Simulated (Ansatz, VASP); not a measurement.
**SrO: VASP beside Ansatz**

```xyz
4
Lattice="3.5769 0.0000 0.0000 -1.7885 3.0977 0.0000 0.0000 0.0000 6.2426" Properties=species:S:1:pos:R:3 pbc="T T T"
Sr    0.0000    2.0652    1.5661
Sr    1.7885    1.0326    4.6874
O     0.0000    0.0000   -0.0296
O     0.0000    0.0000    3.0917
```

Change from the starting cell: mode 8 frozen in at -0.030 Å, equal normal strain along x, y and z +0.0000.

Alike in both runs: task single point; functional PBE; k mesh 9 × 9 × 4; occupations gaussian, width 0.05 eV; no spin polarisation.

|  | VASP | Ansatz |
| --- | --- | --- |
| version | VASP 6.6.1 | Ansatz 0.2.0 |
| potentials or method | VASP PAW PBE potentials, release 64 (Sr_sv, O), cutoff 520 eV | scalar-relativistic, plane waves, PAW |
| valence electrons in the cell | 32 | 32 |

```tsv
	VASP	Ansatz	Ansatz less VASP
gap on the k mesh at the Fermi level (eV)	2.97	2.98	+0.005
least direct gap on the mesh (eV)	2.97	2.98	+0.005
pressure (GPa)	0.5	0.0	-0.51
rms of the force components (eV/Å)	0.042	0.040	-0.0029
```

Atom by atom the forces differ by 0.003 eV/Å (rms over components).
